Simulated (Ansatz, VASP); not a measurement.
**One calculation of HC6, two programs**

```
CELL_PARAMETERS angstrom
4.93269 0.00000 0.00000
0.00000 8.52230 0.00000
0.00000 0.00000 22.94161
ATOMIC_POSITIONS crystal
C 0.00000 0.00000 0.17436
C 0.50000 0.00000 0.17436
C 0.25000 0.00000 0.20539
C 0.75000 0.00000 0.20539
C 0.25000 0.00000 0.26746
C 0.75000 0.00000 0.26746
C 0.00000 0.00000 0.29771
C 0.50000 0.00000 0.29771
C 0.00000 0.00000 0.36262
C 0.50000 0.00000 0.36262
C 0.25000 0.00000 0.38976
C 0.75000 0.00000 0.38976
H 0.13029 0.00000 0.43727
H 0.36971 0.00000 0.43727
```

Alike in both runs: task single point; functional PBE; k mesh 6 × 3 × 1; occupations gaussian, width 0.1 eV; no spin polarisation.

|  | VASP | Ansatz |
| --- | --- | --- |
| version | VASP 6.6.1 | Ansatz 0.2.0 |
| potentials or method | VASP PAW PBE potentials, release 64 (C, H), cutoff 520 eV | scalar-relativistic, plane waves, PAW |
| valence electrons in the cell | 50 | 50 |

```tsv
	VASP	Ansatz	Ansatz less VASP
gap on the k mesh at the Fermi level (eV)	none	none	-
rms of the force components (eV/Å)	1.276	1.281	+0.0053
```

Atom by atom the forces differ by 0.013 eV/Å (rms over components). A gap of «none» marks a metal or a gap that the smearing closes.
